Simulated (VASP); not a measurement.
A run of VASP 6.6.1:

The input INCAR:

```
  PREC = Accurate
  ENCUT = 600
  EDIFF = 1E-6
  ISMEAR = 0
  SIGMA = 0.15
  LREAL = False
  LASPH = True
  NELM = 120
  ALGO = Normal
  ISIF = 2
  LWAVE = False
  LCHARG = True
  GGA = PS
  IVDW = 12
  LELF = True
  LVHAR = True
  NBANDS = 28
  GGA_COMPAT = False
```

Contents of KPOINTS:

```
Automatic mesh
0
Gamma
  12 12 10
```

File POSCAR:

```
SnO
1.0
    3.7703910616      0.0989727654      0.0000000000
    0.0989727654      3.7703910616      0.0000000000
    0.0000000000      0.0000000000      4.5633702865
Sn O
2 2
Direct
    0.0000000000      0.5000000000      0.2532585894
    0.5000000000      0.0000000000      0.7467414106
    0.0000000000      0.0000000000      0.0000000000
    0.5000000000      0.5000000000      0.0000000000
```

Potentials or basis: VASP PAW PBE potentials, release 64 (Sn_d, O).

Run with:

```console
$ cat potpaw_PBE.64/Sn_d/POTCAR potpaw_PBE.64/O/POTCAR > POTCAR
$ mpirun -np 1 vasp_std > vasp.out
```

Hardware: 1 thread of Intel(R) Xeon(R) 6975P-C (Granite Rapids), on a shared host.

**Question.** How long does it take, and how much memory?

**Answer.** Run time: 3.4 min on 1 thread of Intel(R) Xeon(R) 6975P-C (Granite Rapids), with other jobs on the host, peak memory 0.55 GiB. Counts: scf iterations 14, k points 258.
